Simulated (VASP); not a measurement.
A run of VASP 6.6.1:

File INCAR:

```
SYSTEM = Hf
  PREC = Accurate
  ENCUT = 600
  EDIFF = 1E-6
  ISMEAR = -1
  SIGMA = 0.05
  LREAL = .FALSE.
  LASPH = .TRUE.
  NELM = 60
  ALGO = Normal
  ISIF = 3
  LWAVE = .FALSE.
  LCHARG = .FALSE.
  GGA = PS
  IBRION = 2
  NSW = 100
  EDIFFG = -0.002
```

Contents of KPOINTS:

```
Automatic mesh
0
G
  14 14 8
  0 0 0
```

POSCAR

```
Hf
1.0
    3.1967000000      0.0000000000      0.0000000000
   -1.5983500000      2.7684234083      0.0000000000
    0.0000000000      0.0000000000      5.0578000000
Hf
2
Direct
    0.3333333333      0.6666666667      0.2500000000
    0.6666666667      0.3333333333      0.7500000000
```

Potentials or basis: VASP PAW PBE potentials, release 64 (Hf_pv).

Launch:

```bash
$ cat potpaw_PBE.64/Hf_pv/POTCAR > POTCAR
$ mpirun -np 1 vasp_std > vasp.out
```

Hardware: 1 thread of Intel(R) Xeon(R) Platinum 8488C (Sapphire Rapids), with other jobs on the host.

Question: Estimate the wall time of this run.

Answer: It took 3 min on 1 thread of Intel(R) Xeon(R) Platinum 8488C (Sapphire Rapids) (shared host), peak memory 0.25 GiB. Counts: scf iterations 46, k points 120, ion steps 8.
